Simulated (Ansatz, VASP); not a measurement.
**AlP in VASP and in Ansatz**

```xyz
2
Lattice="0.0000 2.7465 2.7465 2.7465 0.0000 2.7465 2.7465 2.7465 0.0000" Properties=species:S:1:pos:R:3 pbc="T T T"
Al    0.0000    0.0000    0.0000
P     1.3733    1.3733    1.3733
```

Change from the starting cell: species swapped into the MnN type (F-43m, No. 216).

Alike in both runs: functional PBE; k mesh 7 × 7 × 7; occupations gaussian, width 0.2 eV; no spin polarisation.

Ansatz relaxed the structure, and its values are those at the end. VASP's run is a single point on that final structure, the one shown.

|  | VASP | Ansatz |
| --- | --- | --- |
| version | VASP 6.6.1 | Ansatz 0.2.0 |
| potentials or method | VASP PAW PBE potentials, release 64 (Al, P), cutoff 500 eV | scalar-relativistic, plane waves, PAW |
| valence electrons in the cell | 8 | 8 |

|  | VASP | Ansatz | Ansatz less VASP |
| --- | --- | --- | --- |
| gap on the k mesh at the Fermi level (eV) | 1.74 | 1.74 | +0.002 |
| least direct gap on the mesh (eV) | 3.15 | 3.15 | +0.002 |
| pressure (GPa) | 0.6 | 0.7 | +0.09 |

With one functional, cell and mesh, what is left measures potentials, basis and numerics.
